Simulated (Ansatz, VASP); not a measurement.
## Two plane-wave programs on SiC3

The input POSCAR:

```
SiC3
1.0
    1.3739617443      0.7932571828      4.6973960637
   -1.3739617443      0.7932571828      4.6973960637
    0.0000000000     -1.5865143660      4.6973960636
C Si
3 1
Direct
    1.0087035159      0.0087035159      0.0087035159
    0.4878149803      0.4878149803      0.4878149803
    0.3789771080      0.3789771080      0.3789771080
    0.8745043958      0.8745043958      0.8745043958
```

INCAR.step1

```
ALGO     = Normal         # electronic algorithm
EDIFF    = 1E-4           # SCF threshold, eV
ENCUT    = 520            # plane-wave cutoff, eV
GGA      = PE             # functional
ISMEAR   = 0              # smearing method
LASPH    = True           # aspherical terms in the spheres
LCHARG   = False          # write CHGCAR
LREAL    = False          # projectors in reciprocal space
LWAVE    = True           # write WAVECAR
NBANDS   = 16             # bands
NELM     = 60             # most SCF steps
PREC     = Accurate       # precision mode
SIGMA    = 0.01           # smearing width, eV
```

Contents of INCAR.step2:

```
ALGO     = Normal         # electronic algorithm
EDIFF    = 1E-6           # SCF threshold, eV
ENCUT    = 520            # plane-wave cutoff, eV
ISIF     = 2              # what is computed and relaxed
ISMEAR   = 0              # smearing method
ISTART   = 1            
LASPH    = True           # aspherical terms in the spheres
LCHARG   = False          # write CHGCAR
LMIXTAU  = True         
LREAL    = False          # projectors in reciprocal space
LWAVE    = False          # write WAVECAR
METAGGA  = R2SCAN         # meta-GGA
NBANDS   = 16             # bands
NELM     = 60             # most SCF steps
PREC     = Accurate       # precision mode
SIGMA    = 0.01           # smearing width, eV
```

File KPOINTS:

```
k-points
0
Gamma
  10 10 10
```

Input for Ansatz:

```yaml
crystal:
  lattice:
    - [1.3739617443, 0.7932571828, 4.6973960637]
    - [-1.3739617443, 0.7932571828, 4.6973960637]
    - [0.0, -1.586514366, 4.6973960636]
  atoms:
    - { symbol: C, position: [1.0087035159, 0.0087035159, 0.0087035159] }
    - { symbol: C, position: [0.4878149803, 0.4878149803, 0.4878149803] }
    - { symbol: C, position: [0.378977108, 0.378977108, 0.378977108] }
    - { symbol: Si, position: [0.8745043958, 0.8745043958, 0.8745043958] }
kpoints:
  mp_grid: { grid: [10, 10, 10] }
  band_path:
    path:
      - [0.0, 0.0, 0.0]
      - [-0.5, -0.5, -0.5]
      - [-0.5, -0.1870802521, -0.8129197479]
      - [-0.1870802521, 0.1870802521, -0.5]
      - [0.0, 0.0, -0.5]
      - [0.0, 0.343540126, -0.343540126]
      - [-0.343540126, 0.0, -0.656459874]
      - [-0.5, 0.0, -0.5]
      - [0.1, -0.5, -0.5]
      - [0.083333, -0.458333, -0.458333]
    npoints: 1
hamiltonian:
  xc: r2scan
scf:
  occupations: { method: fixed }
  n_extra_bands: 5
output:
  forces: true
  stress: true
  eigenvalues: true
```

Change from the starting cell: epitaxial_xy strain -2.9%.

Alike in both runs: task single point; functional r2SCAN; k mesh 10 × 10 × 10; no spin polarisation.

|  | VASP | Ansatz |
| --- | --- | --- |
| version | VASP 6.6.1 | Ansatz 0.2.0 |
| potentials or method | VASP PAW PBE potentials, release 64 (C, Si) | plane waves, PAW |
| plane-wave cutoff (eV) | 520 | 500 |
| occupations | gaussian, width 0.01 eV | fixed |
| valence electrons in the cell | 16 | 16 |

```csv
,VASP,Ansatz,Ansatz less VASP
gap on the k mesh at the Fermi level (eV),1.36,1.35,-0.006
pressure (GPa),15.3,15.3,-0.04
"traceless stress, the component that is largest in VASP (GPa)",-15.60,-15.33,+0.274
rms of the force components (eV/Å),0.031,0.001,-0.0293
```

VASP's potentials were made for PBE, not for r2SCAN. Atom by atom the forces differ by 0.031 eV/Å (rms over components).
